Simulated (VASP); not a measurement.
Here is a VASP 6.6.1 calculation.

Contents of POSCAR:

```
BaTiO3
1.0
   -3.9999274600     -0.0106957700     -3.9891719400
   -0.0107256400     -3.9891918600      0.0000000000
   -3.9784761800      0.0106957700      3.9891719400
Ba Ti O
2 2 6
Direct
    0.0000000000      0.0000000000      0.0000000000
    0.5000000000      0.0000000000      0.5000000000
    0.5136000000      0.5136000000      0.0000000000
    0.0136000000      0.5136000000      0.5000000000
    0.7363000000      0.4907000000      0.7544000000
    0.2363000000      0.4907000000      0.2544000000
    0.7363000000      0.4907000000      0.2456000000
    0.2363000000      0.4907000000      0.7456000000
    0.9907000000      0.9819000000      0.5000000000
    0.4907000000      0.9819000000      0.0000000000
```

File INCAR.step1:

```
PREC = Accurate ; ENCUT = 520
ISMEAR = -1 ; SIGMA = 0.1
LREAL = F ; LASPH = T
NELM = 150 ; ISPIN = 2
MAGMOM = 0 0 0 0 0 0 0 0 0 0 ; LMAXMIX = 4
NBANDS = 55 ; GGA = PE
ALGO = Normal ; EDIFF = 1E-4
LWAVE = T ; LCHARG = F
```

INCAR.step2

```
PREC = Accurate ; ENCUT = 520
EDIFF = 1E-6 ; ISMEAR = -1
SIGMA = 0.1 ; LREAL = F
LASPH = T ; NELM = 150
ALGO = Normal ; ISIF = 2
LWAVE = F ; LCHARG = F
ISPIN = 2 ; MAGMOM = 0 0 0 0 0 0 0 0 0 0
LORBIT = 11 ; LMAXMIX = 4
METAGGA = R2SCAN ; LMIXTAU = T
NBANDS = 55 ; ISTART = 1
```

KPOINTS

```
Automatic mesh
0
Gamma
  3 5 3
```

Potentials or basis: VASP PAW PBE potentials, release 64 (Ba_sv, Ti_sv, O).

Command:

```console
$ cat potpaw_PBE.64/Ba_sv/POTCAR potpaw_PBE.64/Ti_sv/POTCAR potpaw_PBE.64/O/POTCAR > POTCAR
$ cp INCAR.step1 INCAR
$ mpirun -np 1 vasp_std > vasp.out
$ cp INCAR.step2 INCAR
$ mpirun -np 1 vasp_std > vasp.out
```

(1) Estimate the largest force.

(2) Predict the pressure.

(3) Predict the band gap on the k mesh.

## Answers

(1) 0.273 eV/Å.

(2) 5.8 GPa.

(3) 2.78 eV.

Caveat: the PAW data sets were made with another functional, which shifts forces and pressure a little; spin-orbit coupling is left out, which moves the levels of the heavy elements.
